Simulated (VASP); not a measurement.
Input of a VASP 6.6.1 run:

File INCAR:

```
ALGO = Normal ; DIPOL = 0.5 0.5 0.321
EDIFF = 1E-6 ; ENCUT = 520
GGA = PE ; IDIPOL = 3
ISIF = 2 ; ISMEAR = 0
ISPIN = 2 ; LASPH = True
LCHARG = False ; LDIPOL = True
LORBIT = 11 ; LREAL = Auto
LWAVE = False ; MAGMOM = 0 0 0 0 0 0 0 0 0 0 0 0 0 0 0 0 3
NBANDS = 52 ; NELM = 150
PREC = Accurate ; SIGMA = 0.05
```

File KPOINTS:

```
k-points
0
Gamma
  4 4 1
```

POSCAR

```
Si16N
1.0
    7.7021644573      0.0000000000      0.0000000000
    0.0000000000      6.3646810416      0.0000000000
    0.0000000000      0.0000000000     19.7525435307
Si N
16 1
Direct
    0.0000000000      0.9370679285      0.2025055656
    0.5000000000      0.9370679285      0.2025055656
    0.0000000000      0.5629320715      0.2025055656
    0.5000000000      0.5629320715      0.2025055656
    0.2500000000      0.4370679285      0.2587875163
    0.7500000000      0.4370679285      0.2587875163
    0.2500000000      0.0629320715      0.2587875163
    0.7500000000      0.0629320715      0.2587875163
    0.2500000000      0.9333044702      0.3720589481
    0.7500000000      0.9333044702      0.3720589481
    0.2500000000      0.5666955298      0.3720589481
    0.7500000000      0.5666955298      0.3720589481
    0.0000000000      0.4259907582      0.4177964989
    0.5000000000      0.4259907582      0.4177964989
    0.0000000000      0.0740092418      0.4177964989
    0.5000000000      0.0740092418      0.4177964989
    0.2500000000      0.9259907582      0.4598450700
```

Potentials or basis: VASP PAW PBE potentials, release 64 (Si, N).

Command:

```sh
$ cat potpaw_PBE.64/Si/POTCAR potpaw_PBE.64/N/POTCAR > POTCAR
$ mpirun -np 1 vasp_std > vasp.out
```

Task: Estimate the net moment.

Result: 0.00 μB per cell.

Task: What does it give for the largest force?

Result: 1.746 eV/Å.

Forces on the atoms (eV/Å):
```
Si   0.070 -0.499  0.532
Si  -0.070 -0.499  0.532
Si  -0.023  0.546  0.598
Si   0.023  0.546  0.598
Si   0.000 -0.077 -0.664
Si   0.000 -0.084 -0.639
Si   0.000  0.036 -0.724
Si   0.000  0.034 -0.478
Si   0.000 -1.049 -1.395
Si   0.000 -0.472  0.028
Si   0.000 -0.090 -0.336
Si   0.000 -0.149  0.024
Si   0.084  0.370  0.089
Si  -0.084  0.370  0.089
Si   0.972 -0.338  0.852
Si  -0.972 -0.338  0.852
N    0.000  1.694  0.042
```
